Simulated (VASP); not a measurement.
Input of a VASP 6.6.1 run:

Contents of INCAR:

```
SYSTEM = CdHgS2
ALGO = Normal
EDIFF = 1E-7
EDIFFG = -0.01
ENCUT = 600
GGA = PE
IBRION = 2
ISIF = 3
ISMEAR = 0
LASPH = .TRUE.
LCHARG = .FALSE.
LREAL = .FALSE.
LWAVE = .FALSE.
NELM = 100
NSW = 100
PREC = Accurate
SIGMA = 0.01
```

KPOINTS

```
k-points
0
G
  8 8 6
  0 0 0
```

The input POSCAR:

```
CdHgS2
1.0
    4.2210602454      0.0000000000      0.0000000000
    0.0000000000      4.2210602454      0.0000000000
    0.0000000000      0.0000000000      5.9399450134
Cd Hg S
1 1 2
Direct
    0.0000000000      0.0000000000      0.0000000000
    0.5000000000      0.5000000000      0.5000000000
    0.5000000000      0.0000000000      0.2455643330
    0.0000000000      0.5000000000      0.7544356670
```

Potentials or basis: VASP PAW PBE potentials, release 64 (Cd, Hg, S).

Launch:

```console
$ cat potpaw_PBE.64/Cd/POTCAR potpaw_PBE.64/Hg/POTCAR potpaw_PBE.64/S/POTCAR > POTCAR
$ mpirun -np 1 vasp_std > vasp.out
```

(1) Estimate the band gap on the k mesh.

(2) What does it give for the relaxed volume?

(3) Estimate the space group after relaxing (to 0.1 Å).

(4) Predict the relaxed cell.

Answers

(1) 0.21 eV.

(2) 26.58 Å³/atom.

(3) P-4m2 (No. 115).

(4) a = 4.227 Å, b = 4.227 Å, c = 5.951 Å, α = 90.00°, β = 90.00°, γ = 90.00°.

Caveat: spin-orbit coupling is left out, which moves the levels of the heavy elements.
